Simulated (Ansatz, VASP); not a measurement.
## Two plane-wave programs on Sc4AlAs

INCAR

```
PREC = Accurate
ENCUT = 600
EDIFF = 1E-6
ISMEAR = 0
SIGMA = 0.1
LREAL = F
LASPH = T
NELM = 60
ALGO = Fast
ISIF = 3
LWAVE = F
LCHARG = F
GGA = PE
IBRION = 2
NSW = 100
EDIFFG = -0.01
```

KPOINTS

```
regular mesh
0
Gamma
  8 8 8
```

The input POSCAR:

```
Sc4AlAs
1.0
    0.0000000000      4.0357211031      4.0357211031
    4.0357211031      0.0000000000      4.0357211031
    4.0357211031      4.0357211031      0.0000000000
Sc Al As
4 1 1
Direct
    0.6243057801      0.6243057801      0.1270826596
    0.6243057801      0.1270826596      0.6243057801
    0.1270826596      0.6243057801      0.6243057801
    0.6243057801      0.6243057801      0.6243057801
    0.2500000000      0.2500000000      0.2500000000
    0.0000000000      0.0000000000      0.0000000000
```

Input for Ansatz:

```yaml
crystal:
  lattice:
    - [0.0, 4.0357211031, 4.0357211031]
    - [4.0357211031, 0.0, 4.0357211031]
    - [4.0357211031, 4.0357211031, 0.0]
  atoms:
    - { symbol: Sc, position: [0.6243057801, 0.6243057801, 0.1270826596] }
    - { symbol: Sc, position: [0.6243057801, 0.1270826596, 0.6243057801] }
    - { symbol: Sc, position: [0.1270826596, 0.6243057801, 0.6243057801] }
    - { symbol: Sc, position: [0.6243057801, 0.6243057801, 0.6243057801] }
    - { symbol: Al, position: [0.25, 0.25, 0.25] }
    - { symbol: As, position: [0.0, 0.0, 0.0] }
basis:
  ecutwfc: 420
kpoints:
  mp_grid: { grid: [8, 8, 8] }
hamiltonian:
  xc: pbe
scf:
  occupations: { method: gaussian, width: 0.1 }
output:
  forces: true
  stress: true
  eigenvalues: true
  write_density: true
  write_potential: true
  elf: true
  volumetric_format: npy
relax:
  adjacent_minimum: "off"
  f_tol: 0.01
  max_steps: 80
  cell: { stress_tol: 0.05 }
```

Change from the starting cell: species swapped into the Be4AlNi type (F-43m, No. 216).

Alike in both runs: task relaxation of cell and atoms; functional PBE; k mesh 8 × 8 × 8; occupations gaussian, width 0.1 eV; no spin polarisation.

|  | VASP | Ansatz |
| --- | --- | --- |
| version | VASP 6.6.1 | Ansatz 0.2.0 |
| potentials or method | VASP PAW PBE potentials, release 64 (Sc_sv, Al, As), cutoff 600 eV | scalar-relativistic, plane waves, PAW |
| valence electrons in the cell | 52 | 62 |

|  | VASP | Ansatz | Ansatz less VASP |
| --- | --- | --- | --- |
| gap on the k mesh at the Fermi level, each at its own relaxed structure (eV) | none | none | - |
| relaxed volume (Å³/atom) | 22.20 | 22.17 | -0.025 |
| relaxed cell length with the largest relative difference (Å) | 5.732 | 5.730 | -0.0021 |

A gap of «none» marks a metal or a gap that the smearing closes. VASP's potentials hold 52 valence electrons a cell and Ansatz's 62, so a difference there can come from the potentials and not from the codes.
